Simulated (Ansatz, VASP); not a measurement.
Mo in VASP and in Ansatz

```
Mo
1.0
     0.00000    1.98392    1.98392
     1.98392    0.00000    1.98392
     1.98392    1.98392    0.00000
Mo
1
Cartesian
  0.0000 0.0000 0.0000
```

Alike in both runs: task single point; functional RPBE; k mesh 15 × 15 × 15; occupations fermi-dirac, width 0.1 eV; no spin polarisation.

|  | VASP | Ansatz |
| --- | --- | --- |
| version | VASP 6.6.1 | Ansatz 0.2.0 |
| potentials or method | VASP PAW PBE potentials, release 64 (Mo_sv), cutoff 520 eV | plane waves (420 eV) with PAW, scalar-relativistic |
| valence electrons in the cell | 14 | 14 |

Ansatz gave:

- pressure (GPa): 10.4

Problem. What did VASP give for the same quantities?

Solution. Pressure (GPa): 11.0.

VASP's potentials were made for PBE, not for RPBE.
